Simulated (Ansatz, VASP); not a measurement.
**One calculation of Si3C3N8, two programs**

```
Si C N
1.0
     7.11930    0.00000    0.04950
     0.00000    2.71061    0.00000
    -3.51705    0.00000    6.00449
Si C N
3 3 8
Direct
  0.57928 0.50000 0.81833
  0.83132 0.00000 0.23593
  0.78005 0.00000 0.59978
  0.22409 0.50000 0.40499
  0.18896 0.50000 0.77394
  0.39866 0.00000 0.17755
  0.31037 0.50000 0.64535
  0.63908 0.00000 0.31738
  0.72045 0.50000 0.68933
  0.65105 0.00000 0.96949
  0.05720 0.00000 0.70850
  0.99349 0.50000 0.29783
  0.30520 0.00000 0.33488
  0.32081 0.50000 0.02672
```

Alike in both runs: task single point; functional r2SCAN; k mesh 4 × 10 × 4; no spin polarisation.

|  | VASP | Ansatz |
| --- | --- | --- |
| version | VASP 6.6.1 | Ansatz 0.2.0 |
| potentials or method | VASP PAW PBE potentials, release 64 (Si, C, N) | plane waves, PAW |
| plane-wave cutoff (eV) | 520 | 500 |
| occupations | gaussian, width 0.01 eV | fixed |
| valence electrons in the cell | 64 | 64 |

|  | VASP | Ansatz | Ansatz less VASP |
| --- | --- | --- | --- |
| gap on the k mesh at the Fermi level (eV) | 2.51 | 2.53 | +0.014 |
| pressure (GPa) | 0.2 | 0.0 | -0.24 |
| traceless stress, the component that is largest in VASP (GPa) | 0.10 | 0.00 | -0.094 |
| rms of the force components (eV/Å) | 0.027 | 0.001 | -0.0265 |

VASP's potentials were made for PBE, not for r2SCAN. Atom by atom the forces differ by 0.028 eV/Å (rms over components).
